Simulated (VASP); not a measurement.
# Cr (P-3m1) in VASP: relaxation of cell and atoms with PBEsol

Aim: the relaxation of cell and atoms of Cr with PBEsol.

Program: VASP 6.6.1. These are calculated values, not measurements. Logs are shortened: lines on timing, memory, paths and dates and some standing lists are left out, and cuts for length are marked.

### 1 The cell of the first run

It takes space group P-3m1 (No. 164, trigonal). Conventional cell: a = 2.457 Å, b = 2.457 Å, c = 15.383 Å, α = 90.00°, β = 90.00°, γ = 120.00°. Cr (site symmetry 3m) has 12 Cr at 2.46 to 2.62 Å within 3.2 Å. Cr (site symmetry 3m) has 12 Cr at 2.46 to 2.62 Å within 3.2 Å. Within 3.2 Å of Cr (site symmetry 3m) lie 12 Cr at 2.46 to 2.62 Å. Within 3.2 Å of Cr (site symmetry -3m) lie 12 Cr at 2.46 to 2.62 Å.

### 2 Relaxation of cell and atoms, PBEsol

INCAR reads:

```
SYSTEM = Cr
PREC = Accurate
ENCUT = 600
EDIFF = 1E-7
ISMEAR = 0
SIGMA = 0.1
LREAL = .FALSE.
LASPH = .TRUE.
NELM = 80
ALGO = Fast
ISIF = 3
LWAVE = .FALSE.
LCHARG = .FALSE.
GGA = PS
IBRION = 2
NSW = 65
EDIFFG = -0.01
```

KPOINTS reads:

```
Automatic mesh
0
G
  21 21 3
  0 0 0
```

POSCAR reads:

```
Cr
1.0
    2.4566663936      0.0000000000      0.0000000000
   -1.2283331968      2.1275355055      0.0000000000
    0.0000000000      0.0000000000     15.3830127324
Cr
7
Direct
    0.0000000000      0.0000000000      0.0000000000
    0.3333333333      0.6666666667      0.1428571429
    0.6666666667      0.3333333333      0.2857142857
    0.0000000000      0.0000000000      0.4285714286
    0.6666666667      0.3333333333      0.5714285714
    0.0000000000      0.0000000000      0.7142857143
    0.3333333333      0.6666666667      0.8571428571
```

Potentials or basis: VASP PAW PBE potentials, release 64 (Cr_pv).

On the command line:

```
$ cat potpaw_PBE.64/Cr_pv/POTCAR > POTCAR
$ mpirun -np 1 vasp_std > vasp.out
```

OUTCAR:

```text
SYSTEM = Cr
   PREC = Accurate
   ENCUT = 600
   EDIFF = 1E-7
   ISMEAR = 0
   LREAL = .FALSE.
   LASPH = .TRUE.
   NELM = 80
   ISIF = 3
   GGA = PS
   IBRION = 2
   NSW = 65
   EDIFFG = -0.01

 ion  position               nearest neighbor table
   1  0.000  0.000  0.000-   2 2.62   7 2.62   2 2.62   7 2.62   2 2.62   7 2.62
   2  0.333  0.667  0.143-   3 2.62   3 2.62   3 2.62   1 2.62   1 2.62   1 2.62
   3  0.667  0.333  0.286-   2 2.62   2 2.62   2 2.62   4 2.62   4 2.62   4 2.62
   4  0.000  0.000  0.429-   5 2.62   5 2.62   5 2.62   3 2.62   3 2.62   3 2.62
   5  0.667  0.333  0.571-   4 2.62   4 2.62   4 2.62   6 2.62   6 2.62   6 2.62
   6  0.000  0.000  0.714-   7 2.62   7 2.62   7 2.62   5 2.62   5 2.62   5 2.62
   7  0.333  0.667  0.857-   6 2.62   6 2.62   6 2.62   1 2.62   1 2.62   1 2.62

  LATTYP: Found a hexagonal cell.
 ALAT       =     2.4566663936
 C/A-ratio  =     6.2617426495

  Lattice vectors:

 A1 = (   2.4566663936,   0.0000000000,   0.0000000000)
 A2 = (  -1.2283331968,   2.1275355055,   0.0000000000)
 A3 = (   0.0000000000,   0.0000000000,  15.3830127324)

Analysis of symmetry for initial positions (statically):
=====================================================================
 Subroutine PRICEL returns:
 Original cell was already a primitive cell.

 Routine SETGRP: Setting up the symmetry group for a
 hexagonal supercell.

 Subroutine GETGRP returns: Found 12 space group operations
 (whereof  6 operations were pure point group operations)
 out of a pool of 24 trial point group operations.

The static configuration has the point symmetry C_3v.
 The point group associated with its full space group is D_3d.

Analysis of symmetry for dynamics (positions and initial velocities):
=====================================================================
 Subroutine PRICEL returns:
 Original cell was already a primitive cell.

 Routine SETGRP: Setting up the symmetry group for a
 hexagonal supercell.

 Subroutine GETGRP returns: Found 12 space group operations
 (whereof  6 operations were pure point group operations)
 out of a pool of 24 trial point group operations.

The dynamic configuration has the point symmetry C_3v.
 The point group associated with its full space group is D_3d.

 Subroutine INISYM returns: Found 12 space group operations
 (whereof  6 operations are pure point group operations),
 and found     1 'primitive' translations

----------------------------------------------------------------------------------------

                                     Primitive cell

  volume of cell :      80.4015

  direct lattice vectors                    reciprocal lattice vectors
     2.456666394  0.000000000  0.000000000     0.407055676  0.235013704  0.000000000
    -1.228333197  2.127535506  0.000000000     0.000000000  0.470027408  0.000000000
     0.000000000  0.000000000 15.383012732     0.000000000  0.000000000  0.065006772

  length of vectors
     2.456666394  2.456666394 15.383012732     0.470027408  0.470027408  0.065006772

  position of ions in fractional coordinates (direct lattice)
     0.000000000  0.000000000  0.000000000
     0.333333333  0.666666667  0.142857143
     0.666666667  0.333333333  0.285714286
     0.000000000  0.000000000  0.428571429
     0.666666667  0.333333333  0.571428571
     0.000000000  0.000000000  0.714285714
     0.333333333  0.666666667  0.857142857

  ion indices of the primitive-cell ions
   primitive index   ion index
                 1           1
                 2           2
                 3           3
                 4           4
                 5           5
                 6           6
                 7           7

----------------------------------------------------------------------------------------

 KPOINTS: Automatic mesh

Automatic generation of k-mesh.
 Grid dimensions read from file:
 generate k-points for:   21   21    3

 Generating k-lattice:

  Cartesian coordinates                     Fractional coordinates (reciprocal lattice)
     0.019383604  0.011191129  0.000000000     0.047619048 -0.000000000  0.000000000
     0.000000000  0.022382258  0.000000000     0.000000000  0.047619048  0.000000000
     0.000000000  0.000000000  0.021668924     0.000000000  0.000000000  0.333333333

  Length of vectors
     0.022382258  0.022382258  0.021668924

  Shift w.r.t. Gamma in fractional coordinates (k-lattice)
     0.000000000  0.000000000  0.000000000

 Subroutine IBZKPT returns following result:
 ===========================================

 Found    133 irreducible k-points:

 Following reciprocal coordinates:
            Coordinates               Weight
  0.000000  0.000000  0.000000      1.000000
  0.047619  0.000000  0.000000      6.000000
  0.095238  0.000000  0.000000      6.000000
  0.142857  0.000000  0.000000      6.000000
  0.190476  0.000000  0.000000      6.000000
  0.238095  0.000000  0.000000      6.000000
[... 16 lines left out ...]
  0.142857  0.095238  0.000000     12.000000
  0.190476  0.095238  0.000000     12.000000
 [... further k-points ...]
   k-points           NKPTS =    133   k-points in BZ     NKDIM =    133   number of bands    NBANDS=     50
   number of dos      NEDOS =    301   number of ions     NIONS =      7
   total plane-waves  NPLWV =  50400
   dimension x,y,z NGX =    20 NGY =   20 NGZ =  126
   dimension x,y,z NGXF=    40 NGYF=   40 NGZF=  252
   ions per type =               7
   NGX,Y,Z   is equivalent  to a cutoff of  13.53, 13.53, 13.62 a.u.
   NGXF,Y,Z  is equivalent  to a cutoff of  27.07, 27.07, 27.23 a.u.
 SYSTEM =  Cr
   PREC   = accura    normal or accurate (medium, high low for compatibility)
   ISTART =      0    job   : 0-new  1-cont  2-samecut
   ICHARG =      2    charge: 1-file 2-atom 10-const
   ISPIN  =      1    spin polarized calculation?
   LNONCOLLINEAR =      F non collinear calculations
   LSORBIT =      F    spin-orbit coupling
   LASPH  =      T    aspherical Exc in radial PAW
   ENCUT  =  600.0 eV  44.10 Ry    6.64 a.u.   4.91  4.91 30.72*2*pi/ulx,y,z
   NELM   =     80;   NELMIN=  2; NELMDL= -5     # of ELM steps
   EDIFF  = 0.1E-06   stopping-criterion for ELM
   LREAL  =      F    real-space projection
   EDIFFG = -.1E-01   stopping-criterion for IOM
   NSW    =     65    number of steps for IOM
   IBRION =      2    ionic relax: 0-MD 1-quasi-New 2-CG
   NFREE  =      1    steps in history (QN), initial steepest desc. (CG)
   ISIF   =      3    stress and relaxation
   ISYM   =      2    0-nonsym 1-usesym 2-fastsym
   POTIM  = 0.5000    time-step for ionic-motion
   TEBEG  =    0.0;   TEEND  =   0.0 temperature during run
   PSTRESS=    0.0 pullay stress
   NELECT =      84.0000    total number of electrons
   NUPDOWN=      -1.0000    fix difference up-down
   EMIN   =  10.00;   EMAX   =-10.00  energy-range for DOS
   EFERMI =   0.00;   METHOD = LEGACY
   ISMEAR =     0;   SIGMA  =   0.10  broadening in eV -4-tet -1-fermi 0-gaus
   EFERMI_NEDOS =   21; number of points for ismear=-14 and -15
   IALGO  =     68    algorithm
   IMIX   =      4    mixing-type and parameters
     AMIX     =   0.40;   BMIX     =  1.00
     AMIX_MAG =   1.60;   BMIX_MAG =  1.00
  volume/ion in A,a.u.               =      11.49        77.51
  Fermi-wavevector in a.u.,A,eV,Ry     =   1.661166  3.139149 37.544918  2.759474
  Thomas-Fermi vector in A             =   2.748277
   LORBIT       =      0    0 simple, 1 ext, 2 COOP (PROOUT), +10 PAW based schemes
   GGA     = PS    functional components
   LHFCALC =     F    Hartree Fock is set to
   AEXX    =    0.0000 exact exchange contribution
   IVDW    =     0    specifies the selected vdW correction
   LEPSILON=     F    determine dielectric tensor
   LRPA    =     F    only Hartree local field effects (RPA)
 conjugate gradient relaxation of ions
 non-spin polarized calculation
 RMM-DIIS sequential band-by-band and
 Gauss-broadening in eV      SIGMA  =   0.10
  energy-cutoff  :      600.00
  volume of cell :       80.40
 maximum number of plane-waves:      2736
   NGX =  9   NGY =  9   NGZ = 61

--------------------------------------- Ionic step        1  -------------------------------------------

 number of electron      84.0000009 magnetization

 Free energy of the ion-electron system (eV)
  ---------------------------------------------------
  ext. energy  EPLUGINS =         0.00000000
  ---------------------------------------------------
  free energy    TOTEN  =       -68.85448747 eV

  energy without entropy =      -68.80139051  energy(sigma->0) =      -68.82793899

------------------------ aborting loop because EDIFF is reached ----------------------------------------

  FORCE on cell =-STRESS in cart. coord.  units (eV):
  Direction    XX          YY          ZZ          XY          YZ          ZX
  --------------------------------------------------------------------------------------
  -------------------------------------------------------------------------------------
  Total        0.3419245      0.3419245     -1.6087395      0.0000000      0.0000000     -0.0000000
  in kB        6.8135963      6.8135963    -32.0576665      0.0000000      0.0000000     -0.0000000
  external PRESSURE =      -6.1434913 kB  Pullay stress =       0.0000000 kB
[... 272 lines left out ...]
  energy  without entropy=      -68.8111349967  energy(sigma->0) =      -68.83834960

--------------------------------------- Ionic step        8  -------------------------------------------

 number of electron      83.9999981 magnetization

 Free energy of the ion-electron system (eV)
  ---------------------------------------------------
  ext. energy  EPLUGINS =         0.00000000
  ---------------------------------------------------
  free energy    TOTEN  =       -68.86558149 eV

  energy without entropy =      -68.81115754  energy(sigma->0) =      -68.83836952

 E-fermi :  10.7639     XC(G=0): -13.8680

 val. band max:       10.7609266143   @ k =  -0.0476   0.3810   0.3333
 cond. band min:      10.7679151134   @ k =   0.0952   0.0476   0.0000
 fundamental gap:      0.0069884991
 Fermi energy:        10.7639325144

 k-point     1 :       0.0000    0.0000    0.0000
  band No.  band energies     occupation
      1     -32.3514      2.00000
      2     -32.3507      2.00000
      3     -32.0862      2.00000
      4     -32.0851      2.00000
      5     -31.7538      2.00000
      6     -31.7362      2.00000
[... 1261 lines left out ...]
     49      11.7620      0.00000
     50      11.9623      0.00000

 [... further k-points ...]

------------------------ aborting loop because EDIFF is reached ----------------------------------------

  FORCE on cell =-STRESS in cart. coord.  units (eV):
  Direction    XX          YY          ZZ          XY          YZ          ZX
  --------------------------------------------------------------------------------------
  -------------------------------------------------------------------------------------
  Total       -0.0018202     -0.0018202     -0.0035606      0.0000000     -0.0000000      0.0000000
  in kB       -0.0363984     -0.0363984     -0.0711995      0.0000000     -0.0000000      0.0000000
  external PRESSURE =      -0.0479988 kB  Pullay stress =       0.0000000 kB
[... 22 lines left out ...]
  FREE ENERGIE OF THE ION-ELECTRON SYSTEM (eV)
  ---------------------------------------------------
  free  energy   TOTEN  =       -68.8655814918 eV

  energy  without entropy=      -68.8111575390  energy(sigma->0) =      -68.83836952

 reached required accuracy - stopping structural energy minimisation
```

It took 1.7 h on 1 thread of Oxide Virtual Turin-like, shared host; peak memory 0.52 GiB.

Results:

| Quantity | Value |
| --- | --- |
| Free energy | -68.8656 eV |
| Relaxed volume | 11.45 Å³/atom |
| Relaxed cell | a = 2.466 Å, b = 2.466 Å, c = 15.218 Å, α = 90.00°, β = 90.00°, γ = 120.00° |
| Space group after relaxing (to 0.1 Å) | P-3m1 (No. 164) |
| Energy gained by relaxing | 1.6 meV/atom |
| Ionic steps | 8 |
| Pressure after relaxing | 0.0 GPa |
| Largest force after relaxing | 0.009 eV/Å |
| Band gap on the k mesh | zero (bands 42 and 43 overlap by 1.03 eV) |

Forces on the atoms (eV/Å):
```
Cr   0.000  0.000  0.004
Cr   0.000  0.000  0.000
Cr   0.000  0.000  0.000
Cr   0.000  0.000 -0.004
Cr   0.000  0.000 -0.009
Cr   0.000  0.000  0.000
Cr   0.000  0.000  0.009
```

The path:
| step | energy change (eV) | largest force (eV/Å) | pressure (GPa) | volume (Å³) |
| --- | --- | --- | --- | --- |
| 1 | 0.0000 | 0.0880 | -0.61 | 80.40 |
| 2 | -0.0102 | 0.0384 | 0.78 | 79.89 |
| 3 | -0.0103 | 0.0390 | 0.76 | 79.90 |
| 4 | -0.0098 | 0.0106 | -1.06 | 80.44 |
| 5 | -0.0110 | 0.0259 | -0.04 | 80.13 |
| 6 | -0.0111 | 0.0139 | -0.01 | 80.12 |
| 7 | -0.0111 | 0.0106 | 0.01 | 80.12 |
| 8 | -0.0111 | 0.0088 | 0.00 | 80.12 |

Final structure:
```
CELL_PARAMETERS angstrom
2.46568 0.00000 0.00000
-1.23284 2.13534 0.00000
0.00000 0.00000 15.21770
ATOMIC_POSITIONS crystal
Cr 0.00000 0.00000 0.00042
Cr 0.33333 0.66667 0.14324
Cr 0.66667 0.33333 0.28533
Cr 0.00000 0.00000 0.42815
Cr 0.66667 0.33333 0.57177
Cr 0.00000 0.00000 0.71429
Cr 0.33333 0.66667 0.85680
```

Caveat: the PAW data sets were made with another functional, which shifts forces and pressure a little; the run has no spin polarisation, though such a crystal can be magnetic. Spin polarisation is off, so any magnetic state and its effect on volume and gap are missing.
